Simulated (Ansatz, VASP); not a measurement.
Two plane-wave programs on Si3N4

```
CELL_PARAMETERS angstrom
-3.30885 3.30885 3.30885
3.30885 -3.30885 3.30885
3.30885 3.30885 -3.30885
ATOMIC_POSITIONS crystal
Si 0.25000 0.12500 0.87500
Si 0.87500 0.25000 0.12500
Si 0.75000 0.37500 0.62500
Si 0.62500 0.75000 0.37500
Si 0.12500 0.87500 0.25000
Si 0.37500 0.62500 0.75000
N 0.56657 0.56657 0.56657
N 0.43343 0.50000 0.00000
N 0.50000 0.00000 0.93343
N 0.00000 0.43343 0.50000
N 0.93343 0.50000 0.00000
N 0.06657 0.06657 0.06657
N 0.00000 0.93343 0.50000
N 0.50000 0.00000 0.43343
```

Alike in both runs: functional PBE; k mesh 6 × 6 × 6; occupations gaussian, width 0.02 eV; no spin polarisation.

Ansatz relaxed the structure, and its values are those at the end. VASP's run is a single point on that final structure, the one shown.

|  | VASP | Ansatz |
| --- | --- | --- |
| version | VASP 6.6.1 | Ansatz 0.2.0 |
| potentials or method | VASP PAW PBE potentials, release 64 (Si, N), cutoff 520 eV | scalar-relativistic, plane waves, PAW |
| valence electrons in the cell | 64 | 64 |

|  | VASP | Ansatz | Ansatz less VASP |
| --- | --- | --- | --- |
| gap on the k mesh at the Fermi level (eV) | 3.79 | 3.79 | +0.004 |
| least direct gap on the mesh (eV) | 3.95 | 3.93 | -0.016 |
| pressure (GPa) | -13.4 | -13.1 | +0.25 |

With one functional, cell and mesh, what is left measures potentials, basis and numerics. Ansatz's warnings: stress scf threshold loose.
